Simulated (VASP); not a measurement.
Si, 11 atoms in the cell. The cell holds layers a few Å apart, 11 atoms: a = 3.842 Å, b = 3.842 Å, c = 18.583 Å, α = 90.00°, β = 90.00°, γ = 90.00°. 

* Program: VASP 6.6.1
* Task: single point
* Functional: PBEsol
* Potentials or basis: VASP PAW PBE potentials, release 64 (Si)
* Cutoff: 520 eV
* k mesh: 9 × 9 × 1
* Occupations: gaussian, width 0.05 eV
* Spin: no spin polarisation
* Dipole correction: yes
* Further INCAR settings: ALGO = Normal; EDIFF = 1e-06; NBANDS = 33

Potentials or basis: VASP PAW PBE potentials, release 64 (Si).

Launch:

```bash
$ cat potpaw_PBE.64/Si/POTCAR > POTCAR
$ mpirun -np 1 vasp_std > vasp.out
```

Hardware: 1 thread of Intel Xeon 8259CL, on a shared host.

Q: Estimate the wall time of this run.

A: Run time: 4.8 min on 1 thread of Intel Xeon 8259CL, with other jobs on the host, peak memory 0.37 GiB. Counts: scf iterations 17, k points 15.
